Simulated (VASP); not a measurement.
Crystal: BeTe.

```xyz
2
Lattice="0.0000 2.7135 2.7135 2.7135 0.0000 2.7135 2.7135 2.7135 0.0000" Properties=species:S:1:pos:R:3 pbc="T T T"
Te    4.0702    4.0702    4.0702
Be    0.0000    0.0000    0.0000
```

Base run:

```yaml
Program: VASP 6.6.1
Functional: PBE exchange alone
Potentials_or_basis: VASP PAW PBE potentials, release 64 (Te, Be)
Cutoff: 520 eV
k_mesh: 8 × 8 × 8
Occupations: fermi-dirac, width 0.05 eV
Spin: no spin polarisation
```

Its results: band gap on the k mesh 1.95 eV, indirect (least direct gap 3.58 eV); pressure 18.8 GPa.

**Question.** After a change of settings the same cell gave: band gap on the k mesh 2.03 eV, indirect (least direct gap 3.87 eV); pressure 9.7 GPa. Which change was it?
A. functional from PBE exchange alone to PBEsol; further incar settings from ALGO = Normal; EDIFF = 1e-07; NBANDS = 11 to ALGO = Normal; EDIFF = 1e-06; NBANDS = 11
B. functional from PBE exchange alone to r2SCAN
C. functional from PBE exchange alone to PBEsol; dispersion from none to D3(BJ)

**Answer.** B.

Caveats: spin-orbit coupling is left out, which moves the levels of the heavy elements; the PAW data sets were made with another functional, which shifts forces and pressure a little (some runs).
